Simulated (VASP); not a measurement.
Input of a VASP 6.6.1 run:

The input INCAR:

```
SYSTEM = SiC
  PREC = Accurate
  ENCUT = 520
  EDIFF = 1E-7
  ISMEAR = 0
  SIGMA = 0.01
  LREAL = .False.
  LASPH = .True.
  NELM = 60
  ALGO = Normal
  ISIF = 2
  LWAVE = .False.
  LCHARG = .True.
  GGA = PE
  LELF = .True.
  LVHAR = .True.
  NBANDS = 11
```

The input KPOINTS:

```
regular mesh
0
Gamma
  6 6 6
  0 0 0
```

File POSCAR:

```
SiC
1.0
    0.0000000000      2.0667514139      2.0667514139
    2.0667514139      0.0000000000      2.0667514139
    2.0667514139      2.0667514139      0.0000000000
Si C
1 1
Direct
    0.2500000000      0.2500000000      0.2500000000
    0.0000000000      0.0000000000      0.0000000000
```

Potentials or basis: VASP PAW PBE potentials, release 64 (Si, C).

Run with:

```console
$ cat potpaw_PBE.64/Si/POTCAR potpaw_PBE.64/C/POTCAR > POTCAR
$ mpirun -np 1 vasp_std > vasp.out
```

**Question.** What does it give for the band gap on the k mesh?

**Answer.** 1.19 eV, indirect (least direct gap 4.67 eV).

**Question.** Estimate the pressure.

**Answer.** 51.5 GPa.

Caveat: the k points lie up to 0.44 Å⁻¹ apart; the cell differs from its parent crystal (strain -5.1%). A k mesh can miss the band edges.
